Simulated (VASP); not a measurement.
Write the native input for VASP 6.6.1 that does the following.

```
Task                   : single point
Functional             : PBEsol
Potentials or basis    : VASP PAW PBE potentials, release 64 (Ti_sv, Co)
Cutoff                 : 520 eV
k mesh                 : 12 × 12 × 12
Occupations            : gaussian, width 0.15 eV
Spin                   : collinear spin, ferromagnetic start
Starting moments       : [0.2, 0.44, 0.44, 0.44] μB
Fixed moment           : 1.52 μB
Dipole correction      : no
Further INCAR settings : ALGO = Normal; EDIFF = 1e-06; NBANDS = 32
```

The structure of TiCo3 lies in POSCAR:

```
TiCo3
1.0
    3.3744333754      0.0000000000      0.0000000000
    0.0000000000      3.3744333754      0.0000000000
    0.0000000000      0.0000000000      3.3744333754
Ti Co
1 3
Direct
    0.0000000000      0.0000000000      0.0000000000
    0.0000000000      0.5000000000      0.5000000000
    0.5000000000      0.0000000000      0.5000000000
    0.5000000000      0.5000000000      0.0000000000
```

The input as run:

INCAR

```
PREC     = Accurate       # precision mode
ENCUT    = 520            # plane-wave cutoff, eV
EDIFF    = 1E-6           # SCF threshold, eV
ISMEAR   = 0              # smearing method
SIGMA    = 0.15           # smearing width, eV
LREAL    = F              # projectors in reciprocal space
LASPH    = T              # aspherical terms in the spheres
NELM     = 150            # most SCF steps
ALGO     = Normal         # electronic algorithm
ISIF     = 2              # what is computed and relaxed
LWAVE    = F              # write WAVECAR
LCHARG   = F              # write CHGCAR
ISPIN    = 2              # spin polarisation
MAGMOM   = 0.2 0.44 0.44 0.44 # initial moments
LORBIT   = 11             # projections on sites
NUPDOWN  = 1.52           # fixed moment
LMAXMIX  = 4              # l up to which the mixer works
GGA      = PS             # functional
NBANDS   = 32             # bands
```

KPOINTS

```
Automatic mesh
0
Gamma
  12 12 12
```

Potentials or basis: VASP PAW PBE potentials, release 64 (Ti_sv, Co).

Command:

```bash
$ cat potpaw_PBE.64/Ti_sv/POTCAR potpaw_PBE.64/Co/POTCAR > POTCAR
$ mpirun -np 1 vasp_std > vasp.out
```

Results of the run:

* Pressure: 43.6 GPa
* Net moment: 1.52 μB per cell
* Site moments: Ti -0.12; Co +0.54 μB
* Valence electrons inside the program's atomic spheres: Ti 10.79; Co 8.74

Caveat: the cell stands under pressure; the PAW data sets were made with another functional, which shifts forces and pressure a little; the total moment is fixed, so each spin has its own Fermi level.

Run time: 97 s on 1 thread of Intel(R) Xeon(R) 6975P-C (Granite Rapids), with other jobs on the host, peak memory 0.28 GiB.
